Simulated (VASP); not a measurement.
# SmO3 (P-6m2) in VASP: single point with PBE

Aim: the single point of SmO3 with PBE.

Everything below comes from runs of VASP 6.6.1. Logs are shortened: lines on timing, memory, paths and dates and some standing lists are left out, and cuts for length are marked.

### Step 1. The cell of the first run

It takes space group P-6m2 (No. 187, hexagonal). Conventional cell: a = 4.094 Å, b = 4.094 Å, c = 4.469 Å, α = 90.00°, β = 90.00°, γ = 120.00°. Sm (site symmetry -6m2) has 8 O at 2.23 to 2.48 Å within 3.0 Å. O (site symmetry -6m2) has 2 Sm at 2.23 Å and 6 O at 2.80 Å within 3.0 Å. O (site symmetry 3m) has 1 O at 1.48 Å within 2.0 Å.

### Step 2. Single point, PBE

POSCAR

```
SmO3
1.0
    4.0938180076      0.0000000000      0.0000000000
   -2.0469090038      3.5453503930      0.0000000000
    0.0000000000      0.0000000000      4.4692744742
Sm O
1 3
Direct
    0.3333333333      0.6666666667      0.5000000000
    0.3333333333      0.6666666667      0.0000000000
    0.6666666667      0.3333333333      0.6651969330
    0.6666666667      0.3333333333      0.3348030670
```

INCAR.step1

```
SYSTEM = SmO3
  ALGO = Normal
  EDIFF = 1E-6
  ENCUT = 520
  GGA = PE
  ISIF = 2
  ISMEAR = 0
  LASPH = .TRUE.
  LCHARG = .TRUE.
  LMAXMIX = 6
  LREAL = .FALSE.
  LWAVE = .FALSE.
  NBANDS = 25
  NELM = 100
  PREC = Accurate
  SIGMA = 0.1
```

KPOINTS.step1

```
k-points
0
G
  12 12 10
  0 0 0
```

INCAR.step2

```
SYSTEM = SmO3
  ALGO = Normal
  EDIFF = 1E-6
  ENCUT = 520
  GGA = PE
  ICHARG = 11
  ISIF = 2
  ISMEAR = -5
  LASPH = .TRUE.
  LCHARG = .FALSE.
  LMAXMIX = 6
  LORBIT = 10
  LREAL = .FALSE.
  LWAVE = .FALSE.
  NEDOS = 2001
  NELM = 100
  PREC = Accurate
  SIGMA = 0.1
```

KPOINTS.step2

```
k-points
0
G
  18 18 15
  0 0 0
```

Potentials or basis: VASP PAW PBE potentials, release 64 (Sm, O).

Started as:

```console
$ cat potpaw_PBE.64/Sm/POTCAR potpaw_PBE.64/O/POTCAR > POTCAR
$ cp INCAR.step1 INCAR
$ cp KPOINTS.step1 KPOINTS
$ mpirun -np 1 vasp_std > vasp.out
$ cp INCAR.step2 INCAR
$ cp KPOINTS.step2 KPOINTS
$ mpirun -np 1 vasp_std > vasp.out
```

OUTCAR:

```text
SYSTEM = SmO3
   EDIFF = 1E-6
   ENCUT = 520
   GGA = PE
   ICHARG = 11
   ISIF = 2
   ISMEAR = -5
   LASPH = .TRUE.
   LORBIT = 10
   LREAL = .FALSE.
   NELM = 100
   PREC = Accurate

 ion  position               nearest neighbor table
   1  0.333  0.667  0.500-   2 2.23   2 2.23   3 2.48   4 2.48   3 2.48   4 2.48   4 2.48   3 2.48

   2  0.333  0.667  0.000-   1 2.23   1 2.23
   3  0.667  0.333  0.665-   4 1.48   1 2.48   1 2.48   1 2.48
   4  0.667  0.333  0.335-   3 1.48   1 2.48   1 2.48   1 2.48

  LATTYP: Found a hexagonal cell.
 ALAT       =     4.0938180076
 C/A-ratio  =     1.0917130331

  Lattice vectors:

 A1 = (   4.0938180076,   0.0000000000,   0.0000000000)
 A2 = (  -2.0469090038,   3.5453503930,   0.0000000000)
 A3 = (   0.0000000000,   0.0000000000,   4.4692744742)

Analysis of symmetry for initial positions (statically):
=====================================================================
 Subroutine PRICEL returns:
 Original cell was already a primitive cell.

 Routine SETGRP: Setting up the symmetry group for a
 hexagonal supercell.

 Subroutine GETGRP returns: Found 12 space group operations
 (whereof 12 operations were pure point group operations)
 out of a pool of 24 trial point group operations.

The static configuration has the point symmetry D_3h.

Analysis of symmetry for dynamics (positions and initial velocities):
=====================================================================
 Subroutine PRICEL returns:
 Original cell was already a primitive cell.

 Routine SETGRP: Setting up the symmetry group for a
 hexagonal supercell.

 Subroutine GETGRP returns: Found 12 space group operations
 (whereof 12 operations were pure point group operations)
 out of a pool of 24 trial point group operations.

The dynamic configuration has the point symmetry D_3h.

 Subroutine INISYM returns: Found 12 space group operations
 (whereof 12 operations are pure point group operations),
 and found     1 'primitive' translations

----------------------------------------------------------------------------------------

                                     Primitive cell

  volume of cell :      64.8671

  direct lattice vectors                    reciprocal lattice vectors
     4.093818008  0.000000000  0.000000000     0.244270751  0.141029784  0.000000000
    -2.046909004  3.545350393  0.000000000     0.000000000  0.282059568  0.000000000
     0.000000000  0.000000000  4.469274474     0.000000000  0.000000000  0.223749963

  length of vectors
     4.093818008  4.093818008  4.469274474     0.282059568  0.282059568  0.223749963

  position of ions in fractional coordinates (direct lattice)
     0.333333333  0.666666667  0.500000000
     0.333333333  0.666666667  0.000000000
     0.666666667  0.333333333  0.665196933
     0.666666667  0.333333333  0.334803067

  ion indices of the primitive-cell ions
   primitive index   ion index
                 1           1
                 2           2
                 3           3
                 4           4

----------------------------------------------------------------------------------------

 KPOINTS: k-points

Automatic generation of k-mesh.
 Grid dimensions read from file:
 generate k-points for:   18   18   15

 Generating k-lattice:

  Cartesian coordinates                     Fractional coordinates (reciprocal lattice)
     0.013570597  0.007834988  0.000000000     0.055555556  0.000000000  0.000000000
     0.000000000  0.015669976  0.000000000     0.000000000  0.055555556  0.000000000
     0.000000000  0.000000000  0.014916664     0.000000000  0.000000000  0.066666667

  Length of vectors
     0.015669976  0.015669976  0.014916664

  Shift w.r.t. Gamma in fractional coordinates (k-lattice)
     0.000000000  0.000000000  0.000000000

 TETIRR: Found   4782 inequivalent tetrahedra from    29160

 Subroutine IBZKPT returns following result:
 ===========================================

 Found    296 irreducible k-points:

 Following reciprocal coordinates:
            Coordinates               Weight
  0.000000  0.000000  0.000000      1.000000
  0.055556 -0.000000  0.000000      6.000000
  0.111111 -0.000000  0.000000      6.000000
  0.166667 -0.000000  0.000000      6.000000
  0.222222 -0.000000  0.000000      6.000000
  0.277778 -0.000000  0.000000      6.000000
[... 16 lines left out ...]
  0.333333  0.111111  0.000000     12.000000
  0.388889  0.111111  0.000000     12.000000
 [... further k-points ...]
   k-points           NKPTS =    296   k-points in BZ     NKDIM =    296   number of bands    NBANDS=     21
   number of dos      NEDOS =   2001   number of ions     NIONS =      4
   total plane-waves  NPLWV =  32400
   dimension x,y,z NGX =    30 NGY =   30 NGZ =   36
   dimension x,y,z NGXF=    60 NGYF=   60 NGZF=   72
   ions per type =               1   3
   NGX,Y,Z   is equivalent  to a cutoff of  12.18, 12.18, 13.39 a.u.
   NGXF,Y,Z  is equivalent  to a cutoff of  24.37, 24.37, 26.78 a.u.
 SYSTEM =  SmO3
   PREC   = accura    normal or accurate (medium, high low for compatibility)
   ISTART =      0    job   : 0-new  1-cont  2-samecut
   ICHARG =     11    charge: 1-file 2-atom 10-const
   ISPIN  =      1    spin polarized calculation?
   LNONCOLLINEAR =      F non collinear calculations
   LSORBIT =      F    spin-orbit coupling
   LASPH  =      T    aspherical Exc in radial PAW
   ENCUT  =  520.0 eV  38.22 Ry    6.18 a.u.   7.61  7.61  8.31*2*pi/ulx,y,z
   NELM   =    100;   NELMIN=  2; NELMDL=  0     # of ELM steps
   EDIFF  = 0.1E-05   stopping-criterion for ELM
   LREAL  =      F    real-space projection
   EDIFFG = 0.1E-04   stopping-criterion for IOM
   NSW    =      0    number of steps for IOM
   IBRION =     -1    ionic relax: 0-MD 1-quasi-New 2-CG
   NFREE  =      0    steps in history (QN), initial steepest desc. (CG)
   ISIF   =      2    stress and relaxation
   ISYM   =      2    0-nonsym 1-usesym 2-fastsym
   POTIM  = 0.5000    time-step for ionic-motion
   TEBEG  =    0.0;   TEEND  =   0.0 temperature during run
   PSTRESS=    0.0 pullay stress
   NELECT =      34.0000    total number of electrons
   NUPDOWN=      -1.0000    fix difference up-down
   EMIN   =  10.00;   EMAX   =-10.00  energy-range for DOS
   EFERMI =   0.00;   METHOD = LEGACY
   ISMEAR =    -5;   SIGMA  =   0.10  broadening in eV -4-tet -1-fermi 0-gaus
   EFERMI_NEDOS =   21; number of points for ismear=-14 and -15
   IALGO  =     38    algorithm
   IMIX   =      4    mixing-type and parameters
     AMIX     =   0.40;   BMIX     =  1.00
     AMIX_MAG =   1.60;   BMIX_MAG =  1.00
  volume/ion in A,a.u.               =      16.22       109.44
  Fermi-wavevector in a.u.,A,eV,Ry     =   1.319956  2.494356 23.705223  1.742285
  Thomas-Fermi vector in A             =   2.449817
   LORBIT       =     10    0 simple, 1 ext, 2 COOP (PROOUT), +10 PAW based schemes
   GGA     = PE    functional components
   LHFCALC =     F    Hartree Fock is set to
   AEXX    =    0.0000 exact exchange contribution
   IVDW    =     0    specifies the selected vdW correction
   LEPSILON=     F    determine dielectric tensor
   LRPA    =     F    only Hartree local field effects (RPA)
 non-spin polarized calculation
 Fermi weights with tetrahedron method with Bloechl corrections
  energy-cutoff  :      520.00
  volume of cell :       64.87
 maximum number of plane-waves:      1775

 number of electron      34.0000013 magnetization

 Free energy of the ion-electron system (eV)
  ---------------------------------------------------
  ext. energy  EPLUGINS =         0.00000000
  ---------------------------------------------------
  free energy    TOTEN  =       -26.38982098 eV

  energy without entropy =      -26.38982098  energy(sigma->0) =      -26.38982098

 E-fermi :   1.0382     XC(G=0):  -9.3328

 val. band max:        1.0389733804   @ k =   0.2778   0.2778   0.0667
 cond. band min:       1.0375405573   @ k =   0.4444   0.0556   0.4000
 fundamental gap:     -0.0014328231
 Fermi energy:         1.0381732671

 k-point     1 :       0.0000    0.0000    0.0000
  band No.  band energies     occupation
      1     -37.9320      2.00000
      2     -21.2026      2.00000
      3     -17.7754      2.00000
      4     -17.5119      2.00000
      5     -17.5119      2.00000
      6     -15.3394      2.00000
[... 13 lines left out ...]
     20       1.3473      0.00000
     21       1.3473      0.00000

 k-point     2 :       0.0556   -0.0000    0.0000
  band No.  band energies     occupation
      1     -37.9312      2.00000
      2     -21.2227      2.00000
      3     -17.7703      2.00000
      4     -17.5152      2.00000
      5     -17.4894      2.00000
      6     -15.3383      2.00000
[... 13 lines left out ...]
     20       1.3434      0.00000
     21       1.3487      0.00000

 k-point     3 :       0.1111   -0.0000    0.0000
  band No.  band energies     occupation
      1     -37.9288      2.00000
      2     -21.2789      2.00000
      3     -17.7555      2.00000
      4     -17.5245      2.00000
      5     -17.4260      2.00000
      6     -15.3347      2.00000
[... 13 lines left out ...]
     20       1.3334      0.00000
     21       1.3526      0.00000
[... 457 lines left out ...]
 k-point    23 :       0.3333    0.1111    0.0000
  band No.  band energies     occupation
      1     -37.9069      2.00000
      2     -21.7263      2.00000
      3     -17.6412      2.00000
      4     -17.6098      2.00000
      5     -16.8856      2.00000
      6     -15.3025      2.00000
[... 13 lines left out ...]
     20       1.2917      0.00000
     21       1.3681      0.00000

 k-point    24 :       0.3889    0.1111    0.0000
  band No.  band energies     occupation
      1     -37.9047      2.00000
      2     -21.7664      2.00000
      3     -17.6533      2.00000
      4     -17.5940      2.00000
      5     -16.8363      2.00000
      6     -15.2994      2.00000
[... 13 lines left out ...]
     20       1.2939      0.00000
     21       1.3684      0.00000

 [... further k-points ...]

------------------------ aborting loop because EDIFF is reached ----------------------------------------

  FORCE on cell =-STRESS in cart. coord.  units (eV):
  Direction    XX          YY          ZZ          XY          YZ          ZX
  --------------------------------------------------------------------------------------
  -------------------------------------------------------------------------------------
  Total       -2.7159300     -2.7159300     -4.9666989     -0.0000000      0.0000000      0.0000000
  in kB      -67.0817579    -67.0817579   -122.6743283     -0.0000000      0.0000000      0.0000000
  external PRESSURE =     -85.6126147 kB  Pullay stress =       0.0000000 kB

 VOLUME and BASIS-vectors are now :
 -----------------------------------------------------------------------------
  energy-cutoff  :      520.00
  volume of cell :       64.87
      direct lattice vectors                 reciprocal lattice vectors
     4.093818008  0.000000000  0.000000000     0.244270751  0.141029784  0.000000000
    -2.046909004  3.545350393  0.000000000     0.000000000  0.282059568  0.000000000
     0.000000000  0.000000000  4.469274474     0.000000000  0.000000000  0.223749963

 POSITION                                       TOTAL-FORCE (eV/Angst)
 -----------------------------------------------------------------------------------
     -0.00000      2.36357      2.23464         0.000000     -0.000000      0.000000
     -0.00000      2.36357      0.00000        -0.000000      0.000000      0.000000
      2.04691      1.18178      2.97295        -0.000000      0.000000     -0.445183
      2.04691      1.18178      1.49633        -0.000000      0.000000      0.445183
 -----------------------------------------------------------------------------------
    total drift:                                0.003208     -0.001852     -0.000000

  FREE ENERGIE OF THE ION-ELECTRON SYSTEM (eV)
  ---------------------------------------------------
  free  energy   TOTEN  =       -26.3898209837 eV

  energy  without entropy=      -26.3898209837  energy(sigma->0) =      -26.38982098

 total charge

# of ion       s       p       d       f       tot
--------------------------------------------------
    1        2.004   5.619   0.529   5.222  13.374
    2        1.587   3.276   0.000   0.000   4.863
    3        1.604   3.273   0.000   0.000   4.877
    4        1.604   3.273   0.000   0.000   4.877
--------------------------------------------------
tot          6.798  15.441   0.529   5.222  27.990
```

Wall time 16 min (1 thread of Intel Xeon 6975P-C (Granite Rapids), shared host); peak memory 0.54 GiB.

Results:

- Valence electrons inside the program's atomic spheres: Sm 13.37; O 4.86, 4.88 (each value once)

Caveat: spin-orbit coupling is left out, which moves the levels of the heavy elements; the run has no spin polarisation, though such a crystal can be magnetic; semilocal functionals describe open f shells poorly, which spoils levels, moments and volumes; tetrahedron occupations give inexact forces and stress in metals.
